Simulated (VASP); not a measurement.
Input of a VASP 6.6.1 run:

The input INCAR:

```
PREC     = Accurate       # precision mode
ENCUT    = 500            # plane-wave cutoff, eV
EDIFF    = 1E-7           # SCF threshold, eV
ISMEAR   = 0              # smearing method
SIGMA    = 0.1            # smearing width, eV
LREAL    = False          # projectors in reciprocal space
LASPH    = True           # aspherical terms in the spheres
NELM     = 120            # most SCF steps
ALGO     = Normal         # electronic algorithm
ISIF     = 3              # what is computed and relaxed
LWAVE    = False          # write WAVECAR
LCHARG   = False          # write CHGCAR
GGA      = PS             # functional
IBRION   = 2              # ionic algorithm
NSW      = 70             # ionic steps
EDIFFG   = -0.004         # ionic threshold
PSTRESS  = 30.0         
GGA_COMPAT= False        
NELMIN   = 4
```

File KPOINTS:

```
regular mesh
0
Gamma
  21 21 12
```

The input POSCAR:

```
Pb
1.0
    3.3929198914      0.0000000000      0.0000000000
   -1.6964599457      2.9383548190      0.0000000000
    0.0000000000      0.0000000000      5.6740606050
Pb
2
Direct
    0.3333333333      0.6666666667      0.2500000000
    0.6666666667      0.3333333333      0.7500000000
```

Potentials or basis: VASP PAW PBE potentials, release 64 (Pb_d).

The run is started by

```console
$ cat potpaw_PBE.64/Pb_d/POTCAR > POTCAR
$ mpirun -np 1 vasp_std > vasp.out
```

(1) Estimate the relaxed cell.

(2) What does it give for the space group after relaxing (to 0.05 Å)?

(3) Estimate the band gap on the k mesh.

## Answers

(1) a = 3.392 Å, b = 3.392 Å, c = 5.672 Å, α = 90.00°, β = 90.00°, γ = 120.00°.

(2) P6_3/mmc (No. 194).

(3) zero (band 14 reaches 14.20 eV, above the bottom of band 15 at 5.60 eV).

Caveat: the cell is relaxed towards a set pressure, so the enthalpy falls and the energy may rise; spin-orbit coupling is left out, which moves the levels of the heavy elements.
